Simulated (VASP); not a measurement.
# BaTiO3 (Cm) in VASP: single point with PBE+U

Aim: the single point of BaTiO3 with PBE+U.

Program: VASP 6.6.1. These are calculated values, not measurements. Logs are shortened: lines on timing, memory, paths and dates and some standing lists are left out, and cuts for length are marked.

## Step 1: The cell of the first run

It takes space group Cm (No. 8, monoclinic). The conventional cell has a = 5.738 Å, b = 5.721 Å, c = 4.051 Å, α = 90.00°, β = 90.24°, γ = 90.00°. Within 3.7 Å of Ba (site symmetry m) lie 12 O at 2.80 to 2.94 Å and 6 Ti at 3.11 to 3.55 Å. Ti (site symmetry m) has 4 O at 1.65 to 2.15 Å within 2.2 Å. O (site symmetry m) has 2 Ti at 2.05 to 2.15 Å and 4 Ba at 2.80 to 2.94 Å and 8 O at 2.82 to 2.90 Å within 3.0 Å. Within 2.2 Å of O (site symmetry 1) lie 1 Ti at 1.65 Å.

## Step 2: Single point, PBE+U (atom 2 (Ti) moved by (+0.300, +0.300) A along y and z)

INCAR

```
PREC = Accurate
ENCUT = 520
EDIFF = 1E-7
ISMEAR = 0
SIGMA = 0.05
LREAL = F
LASPH = T
NELM = 150
ALGO = Normal
ISIF = 2
LWAVE = F
LCHARG = F
LMAXMIX = 4
LDAU = T
LDAUTYPE = 2
LDAUL = -1 2 -1
LDAUU = 0 4 0
LDAUJ = 0 0 0
LDAUPRINT = 1
GGA = PE
NBANDS = 28
```

KPOINTS

```
Automatic mesh
0
Gamma
  6 6 6
```

POSCAR

```
BaTiO3
1.0
    2.8603720851      1.6514365933      2.3460535783
   -2.8603720851      1.6514365933      2.3460535783
    0.0000000000     -3.3028731867      2.3460535783
Ba Ti O
1 1 3
Direct
    0.0026800181      0.0026800181      0.0026800181
    0.5857006929      0.5857006929      0.4948706843
    0.4903227049      0.4903227049      0.9825753212
    0.4903227049      0.9825753212      0.4903227049
    0.9825753212      0.4903227049      0.4903227049
```

Potentials or basis: VASP PAW PBE potentials, release 64 (Ba_sv, Ti_sv, O).

Run with:

```sh
cat potpaw_PBE.64/Ba_sv/POTCAR potpaw_PBE.64/Ti_sv/POTCAR potpaw_PBE.64/O/POTCAR > POTCAR
mpirun -np 1 vasp_std > vasp.out
```

OUTCAR:

```text
PREC = Accurate
   ENCUT = 520
   EDIFF = 1E-7
   ISMEAR = 0
   LREAL = F
   LASPH = T
   NELM = 150
   ISIF = 2
   GGA = PE

 ion  position               nearest neighbor table
   1  0.003  0.003  0.003-   3 2.80   4 2.80   5 2.80   3 2.86   3 2.86   5 2.86   4 2.86   4 2.86
                             5 2.86   3 2.94   4 2.94   5 2.94   2 3.11   2 3.16   2 3.52   2 3.52
   2  0.586  0.586  0.495-   4 1.65   5 1.65   3 2.05   3 2.15   1 3.11   1 3.16   1 3.52   1 3.52
                             1 3.55   1 3.55
   3  0.490  0.490  0.983-   2 2.05   2 2.15   1 2.80   1 2.86   1 2.86   1 2.94
   4  0.490  0.983  0.490-   2 1.65   1 2.80   1 2.86   1 2.86   1 2.94
   5  0.983  0.490  0.490-   2 1.65   1 2.80   1 2.86   1 2.86   1 2.94

  LATTYP: Found a trigonal (rhomboedric) cell.
 ALAT       =     4.0512885208
 COS(alpha) =     0.0030148013

  Lattice vectors:

 A1 = (   2.8603720851,   1.6514365933,   2.3460535783)
 A2 = (  -2.8603720851,   1.6514365933,   2.3460535783)
 A3 = (   0.0000000000,  -3.3028731867,   2.3460535783)

Analysis of symmetry for initial positions (statically):
=====================================================================
 Subroutine PRICEL returns:
 Original cell was already a primitive cell.

 Routine SETGRP: Setting up the symmetry group for a
 trigonal (rhombohedral) supercell.

 Subroutine GETGRP returns: Found  2 space group operations
 (whereof  2 operations were pure point group operations)
 out of a pool of 12 trial point group operations.

The static configuration has the point symmetry C_1h.

Analysis of symmetry for dynamics (positions and initial velocities):
=====================================================================
 Subroutine PRICEL returns:
 Original cell was already a primitive cell.

 Routine SETGRP: Setting up the symmetry group for a
 trigonal (rhombohedral) supercell.

 Subroutine GETGRP returns: Found  2 space group operations
 (whereof  2 operations were pure point group operations)
 out of a pool of 12 trial point group operations.

The dynamic configuration has the point symmetry C_1h.

 Subroutine INISYM returns: Found  2 space group operations
 (whereof  2 operations are pure point group operations),
 and found     1 'primitive' translations

----------------------------------------------------------------------------------------

                                     Primitive cell

  volume of cell :      66.4926

  direct lattice vectors                    reciprocal lattice vectors
     2.860372085  1.651436593  2.346053578     0.174802433  0.100922232  0.142082575
    -2.860372085  1.651436593  2.346053578    -0.174802433  0.100922232  0.142082575
     0.000000000 -3.302873187  2.346053578     0.000000000 -0.201844464  0.142082575

  length of vectors
     4.051288521  4.051288521  4.051288521     0.246837286  0.246837286  0.246837286

  position of ions in fractional coordinates (direct lattice)
     0.002680018  0.002680018  0.002680018
     0.585700693  0.585700693  0.494870684
     0.490322705  0.490322705  0.982575321
     0.490322705  0.982575321  0.490322705
     0.982575321  0.490322705  0.490322705

  ion indices of the primitive-cell ions
   primitive index   ion index
                 1           1
                 2           2
                 3           3
                 4           4
                 5           5

----------------------------------------------------------------------------------------

 KPOINTS: Automatic mesh

Automatic generation of k-mesh.
 Grid dimensions read from file:
 generate k-points for:    6    6    6

 Generating k-lattice:

  Cartesian coordinates                     Fractional coordinates (reciprocal lattice)
     0.029133739  0.016820372  0.023680429     0.166666667  0.000000000  0.000000000
    -0.029133739  0.016820372  0.023680429     0.000000000  0.166666667  0.000000000
     0.000000000 -0.033640744  0.023680429     0.000000000  0.000000000  0.166666667

  Length of vectors
     0.041139548  0.041139548  0.041139548

  Shift w.r.t. Gamma in fractional coordinates (k-lattice)
     0.000000000  0.000000000  0.000000000

 Subroutine IBZKPT returns following result:
 ===========================================

 Found     68 irreducible k-points:

 Following reciprocal coordinates:
            Coordinates               Weight
  0.000000  0.000000  0.000000      1.000000
  0.166667  0.000000 -0.000000      4.000000
 -0.000000 -0.000000  0.166667      2.000000
  0.333333 -0.000000  0.000000      4.000000
  0.000000  0.000000  0.333333      2.000000
  0.500000 -0.000000  0.000000      2.000000
[... 16 lines left out ...]
  0.500000  0.333333 -0.000000      4.000000
  0.500000 -0.000000 -0.333333      4.000000
 [... further k-points ...]
   k-points           NKPTS =     68   k-points in BZ     NKDIM =     68   number of bands    NBANDS=     28
   number of dos      NEDOS =    301   number of ions     NIONS =      5
   total plane-waves  NPLWV =  27000
   dimension x,y,z NGX =    30 NGY =   30 NGZ =   30
   dimension x,y,z NGXF=    60 NGYF=   60 NGZF=   60
   ions per type =               1   1   3
   NGX,Y,Z   is equivalent  to a cutoff of  12.31, 12.31, 12.31 a.u.
   NGXF,Y,Z  is equivalent  to a cutoff of  24.62, 24.62, 24.62 a.u.
 SYSTEM =  unknown system
   PREC   = accura    normal or accurate (medium, high low for compatibility)
   ISTART =      0    job   : 0-new  1-cont  2-samecut
   ICHARG =      2    charge: 1-file 2-atom 10-const
   ISPIN  =      1    spin polarized calculation?
   LNONCOLLINEAR =      F non collinear calculations
   LSORBIT =      F    spin-orbit coupling
   LASPH  =      T    aspherical Exc in radial PAW
   ENCUT  =  520.0 eV  38.22 Ry    6.18 a.u.   7.53  7.53  7.53*2*pi/ulx,y,z
   NELM   =    150;   NELMIN=  2; NELMDL= -5     # of ELM steps
   EDIFF  = 0.1E-06   stopping-criterion for ELM
   LREAL  =      F    real-space projection
   EDIFFG = 0.1E-05   stopping-criterion for IOM
   NSW    =      0    number of steps for IOM
   IBRION =     -1    ionic relax: 0-MD 1-quasi-New 2-CG
   NFREE  =      0    steps in history (QN), initial steepest desc. (CG)
   ISIF   =      2    stress and relaxation
   ISYM   =      2    0-nonsym 1-usesym 2-fastsym
   POTIM  = 0.5000    time-step for ionic-motion
   TEBEG  =    0.0;   TEEND  =   0.0 temperature during run
   PSTRESS=    0.0 pullay stress
   NELECT =      40.0000    total number of electrons
   NUPDOWN=      -1.0000    fix difference up-down
   EMIN   =  10.00;   EMAX   =-10.00  energy-range for DOS
   EFERMI =   0.00;   METHOD = LEGACY
   ISMEAR =     0;   SIGMA  =   0.05  broadening in eV -4-tet -1-fermi 0-gaus
   EFERMI_NEDOS =   21; number of points for ismear=-14 and -15
   IALGO  =     38    algorithm
   IMIX   =      4    mixing-type and parameters
     AMIX     =   0.40;   BMIX     =  1.00
     AMIX_MAG =   1.60;   BMIX_MAG =  1.00
  volume/ion in A,a.u.               =      13.30        89.74
  Fermi-wavevector in a.u.,A,eV,Ry     =   1.381986  2.611575 25.985565  1.909885
  Thomas-Fermi vector in A             =   2.506719
   LORBIT       =      0    0 simple, 1 ext, 2 COOP (PROOUT), +10 PAW based schemes
 LDA+U is selected, type is set to LDAUTYPE =  2
   angular momentum for each species LDAUL =    -1    2   -1
   U (eV)           for each species LDAUU =   0.0  4.0  0.0
   J (eV)           for each species LDAUJ =   0.0  0.0  0.0
   GGA     = PE    functional components
   LHFCALC =     F    Hartree Fock is set to
   AEXX    =    0.0000 exact exchange contribution
   IVDW    =     0    specifies the selected vdW correction
   LEPSILON=     F    determine dielectric tensor
   LRPA    =     F    only Hartree local field effects (RPA)
 non-spin polarized calculation
 Gauss-broadening in eV      SIGMA  =   0.05
  energy-cutoff  :      520.00
  volume of cell :       66.49
 maximum number of plane-waves:      1812
   NGX = 15   NGY = 15   NGZ = 15

atom =   2  type =  2  l = 2

 onsite density matrix

spin component  1

  0.2161  0.0000  0.0000  0.0936  0.0000
  0.0000  0.1544 -0.0092  0.0000  0.0515
  0.0000 -0.0092  0.1437  0.0000 -0.0554
  0.0936  0.0000  0.0000  0.2729  0.0000
  0.0000  0.0515 -0.0554  0.0000  0.2547

spin component  2

  0.2161  0.0000  0.0000  0.0936  0.0000
  0.0000  0.1544 -0.0092  0.0000  0.0515
  0.0000 -0.0092  0.1437  0.0000 -0.0554
  0.0936  0.0000  0.0000  0.2729  0.0000
  0.0000  0.0515 -0.0554  0.0000  0.2547

 occupancies and eigenvectors

  o =  0.1153  v =  0.0000  0.4340 -0.7706  0.0000 -0.4666  0.0000  0.0000  0.0000  0.0000  0.0000      0.0000  0.0000  0.0000  0.0000  0.0000  0.0000  0.0000  0.0000  0.0000  0.0000
  o =  0.1153  v =  0.0000  0.0000  0.0000  0.0000  0.0000  0.0000  0.4340 -0.7706  0.0000 -0.4666      0.0000  0.0000  0.0000  0.0000  0.0000  0.0000  0.0000  0.0000  0.0000  0.0000
  o =  0.1414  v =  0.0000 -0.8340 -0.5396  0.0000  0.1155  0.0000  0.0000  0.0000  0.0000  0.0000      0.0000  0.0000  0.0000  0.0000  0.0000  0.0000  0.0000  0.0000  0.0000  0.0000
  o =  0.1414  v =  0.0000  0.0000  0.0000  0.0000  0.0000  0.0000 -0.8340 -0.5396  0.0000  0.1155      0.0000  0.0000  0.0000  0.0000  0.0000  0.0000  0.0000  0.0000  0.0000  0.0000
  o =  0.1467  v =  0.0000  0.0000  0.0000  0.0000  0.0000 -0.8032  0.0000  0.0000  0.5957  0.0000      0.0000  0.0000  0.0000  0.0000  0.0000  0.0000  0.0000  0.0000  0.0000  0.0000
  o =  0.1467  v = -0.8032  0.0000  0.0000  0.5957  0.0000  0.0000  0.0000  0.0000  0.0000  0.0000      0.0000  0.0000  0.0000  0.0000  0.0000  0.0000  0.0000  0.0000  0.0000  0.0000
  o =  0.2961  v =  0.0000  0.3408 -0.3390  0.0000  0.8769  0.0000  0.0000  0.0000  0.0000  0.0000      0.0000  0.0000  0.0000  0.0000  0.0000  0.0000  0.0000  0.0000  0.0000  0.0000
  o =  0.2961  v =  0.0000  0.0000  0.0000  0.0000  0.0000  0.0000  0.3408 -0.3390  0.0000  0.8769      0.0000  0.0000  0.0000  0.0000  0.0000  0.0000  0.0000  0.0000  0.0000  0.0000
  o =  0.3423  v =  0.0000  0.0000  0.0000  0.0000  0.0000 -0.5957  0.0000  0.0000 -0.8032  0.0000      0.0000  0.0000  0.0000  0.0000  0.0000  0.0000  0.0000  0.0000  0.0000  0.0000
  o =  0.3423  v = -0.5957  0.0000  0.0000 -0.8032  0.0000  0.0000  0.0000  0.0000  0.0000  0.0000      0.0000  0.0000  0.0000  0.0000  0.0000  0.0000  0.0000  0.0000  0.0000  0.0000

 number of electron      40.0000009 magnetization

 Free energy of the ion-electron system (eV)
  ---------------------------------------------------
  ext. energy  EPLUGINS =         0.00000000
  ---------------------------------------------------
  free energy    TOTEN  =       -35.42887049 eV

  energy without entropy =      -35.42887049  energy(sigma->0) =      -35.42887049

 E-fermi :   4.0956     XC(G=0): -10.9927

 val. band max:        3.7809224525   @ k =   0.5000   0.5000   0.5000
 cond. band min:       7.4057348886   @ k =  -0.0000  -0.0000   0.1667
 fundamental gap:      3.6248124361
 Fermi energy:         4.0956416293

 k-point     1 :       0.0000    0.0000    0.0000
  band No.  band energies     occupation
      1     -52.7942      2.00000
      2     -29.4546      2.00000
      3     -29.2335      2.00000
      4     -28.9388      2.00000
      5     -21.5480      2.00000
      6     -13.3189      2.00000
[... 20 lines left out ...]
     27      10.0259      0.00000
     28      10.5558      0.00000

 k-point     2 :       0.1667    0.0000   -0.0000
  band No.  band energies     occupation
      1     -52.7940      2.00000
      2     -29.4596      2.00000
      3     -29.2378      2.00000
      4     -28.9384      2.00000
      5     -21.5251      2.00000
      6     -13.2870      2.00000
[... 20 lines left out ...]
     27      10.2631      0.00000
     28      11.2734      0.00000

 k-point     3 :      -0.0000   -0.0000    0.1667
  band No.  band energies     occupation
      1     -52.7940      2.00000
      2     -29.4542      2.00000
      3     -29.2328      2.00000
      4     -28.9479      2.00000
      5     -21.5245      2.00000
      6     -13.3847      2.00000
[... 20 lines left out ...]
     27       9.9909      0.00000
     28      11.0074      0.00000

 k-point     4 :       0.3333   -0.0000    0.0000
  band No.  band energies     occupation
      1     -52.7936      2.00000
      2     -29.4703      2.00000
      3     -29.2455      2.00000
      4     -28.9376      2.00000
      5     -21.4786      2.00000
      6     -13.2615      2.00000
[... 578 lines left out ...]
     27      11.7181      0.00000
     28      11.8553      0.00000

 k-point    23 :       0.5000    0.3333   -0.0000
  band No.  band energies     occupation
      1     -52.7928      2.00000
      2     -29.4876      2.00000
      3     -29.2633      2.00000
      4     -28.9359      2.00000
      5     -21.4094      2.00000
      6     -12.9572      2.00000
[... 20 lines left out ...]
     27      12.1050      0.00000
     28      12.5652      0.00000

 k-point    24 :       0.5000   -0.0000   -0.3333
  band No.  band energies     occupation
      1     -52.7928      2.00000
      2     -29.4743      2.00000
      3     -29.2466      2.00000
      4     -28.9632      2.00000
      5     -21.4081      2.00000
      6     -13.0696      2.00000
[... 20 lines left out ...]
     27      11.7080      0.00000
     28      12.5001      0.00000

 [... further k-points ...]
[... 5 lines left out ...]
  --------------------------------------------------------------------------------------
  -------------------------------------------------------------------------------------
  Total       14.8635614      5.0119290      7.0099948      0.0000000      3.9814898      0.0000000
  in kB      358.1457910    120.7652203    168.9097291      0.0000000     95.9362153      0.0000000
  external PRESSURE =     215.9402468 kB  Pullay stress =       0.0000000 kB

 VOLUME and BASIS-vectors are now :
 -----------------------------------------------------------------------------
  energy-cutoff  :      520.00
  volume of cell :       66.49
      direct lattice vectors                 reciprocal lattice vectors
     2.860372085  1.651436593  2.346053578     0.174802433  0.100922232  0.142082575
    -2.860372085  1.651436593  2.346053578    -0.174802433  0.100922232  0.142082575
     0.000000000 -3.302873187  2.346053578     0.000000000 -0.201844464  0.142082575

 POSITION                                       TOTAL-FORCE (eV/Angst)
 -----------------------------------------------------------------------------------
      0.00000     -0.00000      0.01886         0.000000      1.205136      1.124582
      0.00000      0.30000      3.90916         0.000000     -6.141669     -8.401198
      0.00000     -1.62585      4.60582         0.000000      0.233834      0.926922
     -1.40803      0.81292      4.60582        -4.387968      2.351350      3.174847
      1.40803      0.81292      4.60582         4.387968      2.351350      3.174847
 -----------------------------------------------------------------------------------
    total drift:                               -0.000000     -0.000200      0.000416

  FREE ENERGIE OF THE ION-ELECTRON SYSTEM (eV)
  ---------------------------------------------------
  free  energy   TOTEN  =       -35.4288704878 eV

  energy  without entropy=      -35.4288704878  energy(sigma->0) =      -35.42887049
```

It took 99 s on 1 thread of Intel Xeon Platinum 8259CL at 2.50GHz (Skylake/Cascade Lake), shared host; peak memory 0.26 GiB.

What came out:

| Quantity | Value |
| --- | --- |
| Free energy | -35.4289 eV |
| Pressure | 21.6 GPa |
| Largest force | 10.407 eV/Å |
| Band gap on the k mesh | 3.62 eV (least direct gap 4.17 eV) |

Forces in eV/Å, atoms in the order of the input:
```
Ba   0.000  1.205  1.125
Ti   0.000 -6.142 -8.401
O    0.000  0.234  0.927
O   -4.388  2.351  3.175
O    4.388  2.351  3.175
```

Stress tensor (GPa, compression positive):
```
35.81  0.00  0.00
 0.00 12.08  9.59
 0.00  9.59 16.89
```

Eigenvalues of the final occupation matrices:
| site | spin | trace | eigenvalues |
| --- | --- | --- | --- |
| site 2 d | 1 | 1.04 | 0.12 0.14 0.15 0.30 0.34 |
| site 2 d | 2 | 1.04 | 0.12 0.14 0.15 0.30 0.34 |

Caveat: the cell differs from its parent crystal (atom 2 (Ti) moved by (+0.300, +0.300) A along y and z); the cell stands under pressure; spin-orbit coupling is left out, which moves the levels of the heavy elements; forces of over 1 eV/Å act on the atoms, so gaps and moduli don't describe the material at rest. A k mesh can miss the band edges.
